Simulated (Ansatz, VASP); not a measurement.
**One calculation of SrCl2, two programs**

INCAR

```
SYSTEM = SrCl2
PREC = Accurate ; ENCUT = 600
EDIFF = 1E-7 ; ISMEAR = -1
SIGMA = 0.05 ; LREAL = .False.
LASPH = .True. ; NELM = 80
ALGO = Normal ; ISIF = 3
LWAVE = .False. ; LCHARG = .False.
GGA = PE ; IVDW = 13
IBRION = 2 ; NSW = 60
EDIFFG = -0.01
```

Contents of KPOINTS:

```
Automatic mesh
0
Gamma
  7 7 7
  0 0 0
```

POSCAR

```
SrCl2
1.0
    0.0000000000      3.4883500000      3.4883500000
    3.4883500000      0.0000000000      3.4883500000
    3.4883500000      3.4883500000      0.0000000000
Sr Cl
1 2
Direct
    0.0000000000      0.0000000000      0.0000000000
    0.7500000000      0.7500000000      0.7500000000
    0.2500000000      0.2500000000      0.2500000000
```

input.yaml

```yaml
crystal:
  lattice:
    - [0.0, 3.48835, 3.48835]
    - [3.48835, 0.0, 3.48835]
    - [3.48835, 3.48835, 0.0]
  atoms:
    - { symbol: Sr, position: [0.0, 0.0, 0.0] }
    - { symbol: Cl, position: [0.75, 0.75, 0.75] }
    - { symbol: Cl, position: [0.25, 0.25, 0.25] }
hamiltonian:
  xc: pbe
  pseudopotentials: { kind: paw }
  dispersion: d4
kpoints:
  mp_grid: { grid: [7, 7, 7] }
scf:
  occupations: { method: fermi_dirac, width: 0.05 }
output:
  forces: true
  stress: true
  eigenvalues: true
  write_density: true
  write_potential: true
  elf: true
  volumetric_format: npy
relax:
  f_tol: 0.01
  max_steps: 40
  cell: { stress_tol: 0.05 }
```

Alike in both runs: task relaxation of cell and atoms; functional PBE; dispersion D4; k mesh 7 × 7 × 7; occupations fermi-dirac, width 0.05 eV; no spin polarisation.

|  | VASP | Ansatz |
| --- | --- | --- |
| version | VASP 6.6.1 | Ansatz 0.2.0 |
| potentials or method | VASP PAW PBE potentials, release 64 (Sr_sv, Cl) | Ansatz PAW |
| plane-wave cutoff (eV) | 600 | 420 |
| valence electrons in the cell | 24 | 24 |

Ansatz gave:

* gap on the k mesh at the Fermi level, each at its own relaxed structure (eV): 5.39
* relaxed volume (Å³/atom): 28.20
* relaxed length of the cell vector where the two differ most in proportion (Å): 4.928

What did VASP give for the same quantities?

gap on the k mesh at the Fermi level, each at its own relaxed structure (eV): 5.37; relaxed volume (Å³/atom): 28.30; relaxed length of the cell vector where the two differ most in proportion (Å): 4.933.

Noted on VASP's run: the relaxation stopped at its first step, so nothing moved. Noted on Ansatz's run: odd divisions of the mesh miss points on the zone boundary, where band edges often lie, so the gap on the mesh can be too wide; the plane-wave basis is chosen anew once the cell has moved, so the energies of steps on either side of that aren't comparable.
